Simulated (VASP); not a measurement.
Here is a VASP 6.6.1 calculation.

File INCAR:

```
SYSTEM = Si12N16O
ALGO = Normal
EDIFF = 1E-6
ENCUT = 520
GGA = PE
GGA_COMPAT = .FALSE.
ISIF = 2
ISMEAR = -1
LASPH = .TRUE.
LCHARG = .TRUE.
LELF = .TRUE.
LREAL = .FALSE.
LVHAR = .TRUE.
LWAVE = .FALSE.
NBANDS = 87
NELM = 120
PREC = Accurate
SIGMA = 0.01
```

File KPOINTS:

```
k-points
0
G
  1 1 1
  0 0 0
```

POSCAR

```
Si12N16O
1.0
    7.6639217100      0.0000000000      0.0000000000
   -3.8319608600      6.6371509000      0.0000000000
    0.0000000000      0.0000000000      5.8525451500
Si N O
12 16 1
Direct
    0.2309359733      0.8246966330      0.3801214588
    0.4059279786      0.2276140806      0.1301025418
    0.8249663533      0.5927136597      0.1319854833
    0.1842175573      0.4093979542      0.3800884817
    0.5942748856      0.7656132995      0.3801236800
    0.7833866896      0.1871123647      0.1397125488
    0.2318540644      0.8214226378      0.8801481865
    0.4058668083      0.2275608951      0.6301439639
    0.8250215659      0.5928191267      0.6282806720
    0.1868794471      0.4125369517      0.8801133298
    0.6112351592      0.7660802167      0.8802016675
    0.7833638403      0.1871530448      0.6202889353
    0.3364179856      0.6703805695      0.3801769902
    0.6684109075      0.3308311101      0.1328912431
    0.9683328515      0.6716360781      0.3801137698
    0.2994634140      0.9649926748      0.1287499679
    0.6540410657      0.6801323441      0.1372331147
    0.3253040133      0.2874263413      0.3801300021
    0.0432106655      0.3413793108      0.1299904538
    0.7175165847      0.0343902080      0.3800023653
    0.3463906342      0.6736706860      0.8801167472
    0.6683927573      0.3308903222      0.6273588509
    0.9664732358      0.6656582119      0.8801444274
    0.2994398069      0.9649655547      0.6315093528
    0.6544073465      0.6806049867      0.6231020704
    0.3368001849      0.2985461729      0.8801146968
    0.0431868949      0.3412221651      0.6301989827
    0.7204585015      0.0501407916      0.8800002167
   -0.1308158704     -0.0236480988     -0.1192640094
```

Potentials or basis: VASP PAW PBE potentials, release 64 (Si, N, O).

The run is started by

```console
$ cat potpaw_PBE.64/Si/POTCAR potpaw_PBE.64/N/POTCAR potpaw_PBE.64/O/POTCAR > POTCAR
$ mpirun -np 1 vasp_gam > vasp.out
```

Problem. What does it give for the pressure?

Solution. 2.6 GPa.

Problem. What does it give for the largest force?

Solution. 0.175 eV/Å.

Problem. Predict the band gap on the k mesh.

Solution. 3.69 eV.

Forces on the atoms (eV/Å):
```
Si  -0.002  0.000  0.000
Si  -0.007 -0.003 -0.002
Si   0.000  0.004  0.002
Si   0.000 -0.007  0.002
Si   0.003  0.001  0.000
Si   0.000  0.001 -0.009
Si  -0.003  0.004 -0.002
Si  -0.006 -0.002  0.002
Si   0.000  0.002 -0.001
Si   0.000 -0.008 -0.002
Si  -0.035 -0.060  0.000
Si  -0.001  0.001  0.009
N   -0.002  0.005  0.000
N   -0.003  0.000 -0.001
N    0.001 -0.001  0.000
N    0.000 -0.001  0.002
N    0.006  0.013  0.003
N    0.001  0.004 -0.002
N    0.000 -0.002  0.001
N    0.000 -0.013  0.000
N    0.000  0.003  0.000
N   -0.003  0.001  0.000
N   -0.002  0.001  0.000
N   -0.001  0.000 -0.002
N    0.006  0.012 -0.002
N    0.001 -0.001  0.000
N    0.001 -0.001 -0.001
N   -0.126  0.065  0.001
O    0.174 -0.017 -0.001
```

Caveat: the k points lie up to 1.07 Å⁻¹ apart.
